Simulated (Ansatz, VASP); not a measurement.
**W in VASP and in Ansatz**

INCAR

```
SYSTEM = W
ALGO     = Fast           ! electronic algorithm
EDIFF    = 1E-7           ! SCF threshold, eV
ENCUT    = 520            ! plane-wave cutoff, eV
GGA      = PS             ! functional
ISIF     = 2              ! what is computed and relaxed
ISMEAR   = -1             ! smearing method
LASPH    = .TRUE.         ! aspherical terms in the spheres
LCHARG   = .TRUE.         ! write CHGCAR
LELF     = .TRUE.         ! ELF
LREAL    = .FALSE.        ! projectors in reciprocal space
LVHAR    = .TRUE.       
LWAVE    = .FALSE.        ! write WAVECAR
NBANDS   = 13             ! bands
NELM     = 100            ! most SCF steps
PREC     = Accurate       ! precision mode
SIGMA    = 0.15           ! smearing width, eV
```

KPOINTS

```
k-points
0
G
  20 20 20
  0 0 0
```

The input POSCAR:

```
W
1.0
    0.0000000000      2.0132054313      2.0132054313
    2.0132054313      0.0000000000      2.0132054313
    2.0132054313      2.0132054313      0.0000000000
W
1
Direct
    0.0000000000      0.0000000000      0.0000000000
```

Input for Ansatz:

```yaml
crystal:
  lattice:
    - [0.0, 2.0132054313, 2.0132054313]
    - [2.0132054313, 0.0, 2.0132054313]
    - [2.0132054313, 2.0132054313, 0.0]
  atoms:
    - { symbol: W, position: [0.0, 0.0, 0.0] }
basis:
  ecutwfc: 420
kpoints:
  mp_grid: { grid: [20, 20, 20] }
hamiltonian:
  xc: pbesol
scf:
  occupations: { method: fermi_dirac, width: 0.15 }
output:
  forces: true
  stress: true
  eigenvalues: true
```

Alike in both runs: task single point; functional PBEsol; k mesh 20 × 20 × 20; occupations fermi-dirac, width 0.15 eV; no spin polarisation.

```csv
,VASP,Ansatz
version,VASP 6.6.1,Ansatz 0.2.0
potentials or method,"VASP PAW PBE potentials, release 64 (W_sv), cutoff 520 eV","scalar-relativistic, plane waves, PAW"
valence electrons in the cell,14,14
```

VASP gave:

```
gap on the k mesh at the Fermi level (eV) : none
pressure (GPa)                            : -5.1
```

Q: What did Ansatz give for the same quantities?

A: gap on the k mesh at the Fermi level (eV): none; pressure (GPa): -5.7.

VASP's potentials were made for PBE, not for PBEsol. A gap of «none» marks a metal or a gap that the smearing closes. The functional is the same, so the differences come from potentials, cutoffs and numerics.

Neither program's run includes spin-orbit coupling.
